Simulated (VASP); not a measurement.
Input of a VASP 6.6.1 run:

INCAR

```
SYSTEM = Sn2SeO
ALGO = Normal ; EDIFF = 1E-6
ENCUT = 520 ; GGA = PE
ISIF = 2 ; ISMEAR = 0
IVDW = 12 ; LASPH = .True.
LCHARG = .False. ; LREAL = .False.
LWAVE = .False. ; NBANDS = 28
NELM = 100 ; PREC = Accurate
SIGMA = 0.1
```

Contents of KPOINTS:

```
k-points
0
Gamma
  12 12 12
  0 0 0
```

POSCAR

```
Sn2SeO
1.0
    1.9566032812      1.1296454311      6.2866807643
   -1.9566032812      1.1296454311      6.2866807643
    0.0000000000     -2.2592908621      6.2866807643
Sn Se O
2 1 1
Direct
    0.2662867076      0.2662867076      0.2662867076
    0.7337132924      0.7337132924      0.7337132924
    0.5000000000      0.5000000000      0.5000000000
    0.0000000000      0.0000000000      0.0000000000
```

Potentials or basis: VASP PAW PBE potentials, release 64 (Sn_d, Se, O).

The run is started by

```sh
$ cat potpaw_PBE.64/Sn_d/POTCAR potpaw_PBE.64/Se/POTCAR potpaw_PBE.64/O/POTCAR > POTCAR
$ mpirun -np 1 vasp_std > vasp.out
```

**Question.** What does it give for the pressure?

**Answer.** 0.0 GPa.

**Question.** Predict the band gap on the k mesh.

**Answer.** Zero (bands 20 and 21 overlap by 0.22 eV).

**Question.** Estimate the dispersion energy per atom.

**Answer.** -0.316 eV.

Caveat: semilocal functionals underestimate gaps, and a narrow one can read as zero; spin-orbit coupling is left out, which moves the levels of the heavy elements.
